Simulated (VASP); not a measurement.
WS2, a slab with vacuum:

```
W S
1.0
     3.18321    0.00000    0.00000
    -1.59160    2.75674    0.00000
     0.00000    0.00000   23.66876
W S
2 4
Cartesian
  0.0000 1.8378 15.0846
  1.5916 0.9189 8.5842
  0.0000 1.8378 7.0254
  1.5916 0.9189 13.5253
  0.0000 1.8378 10.1435
  1.5916 0.9189 16.6434
```

Base run:

* Program: VASP 6.6.1
* Functional: PBE
* Potentials or basis: VASP PAW PBE potentials, release 64 (W_sv, S)
* Cutoff: 520 eV
* k mesh: 8 × 8 × 1
* Occupations: fermi-dirac, width 0.05 eV
* Spin: no spin polarisation

Its results: band gap on the k mesh 1.73 eV, indirect (least direct gap 2.23 eV); largest force 0.277 eV/Å.

The run is repeated on the same cell with these changes: k mesh from 8 × 8 × 1 to 10 × 10 × 2. What comes out?

Band gap on the k mesh 1.68 eV, indirect (least direct gap 2.13 eV); largest force 0.277 eV/Å.

Caveats: spin-orbit coupling is left out, which moves the levels of the heavy elements.

A k mesh can miss the band edges.
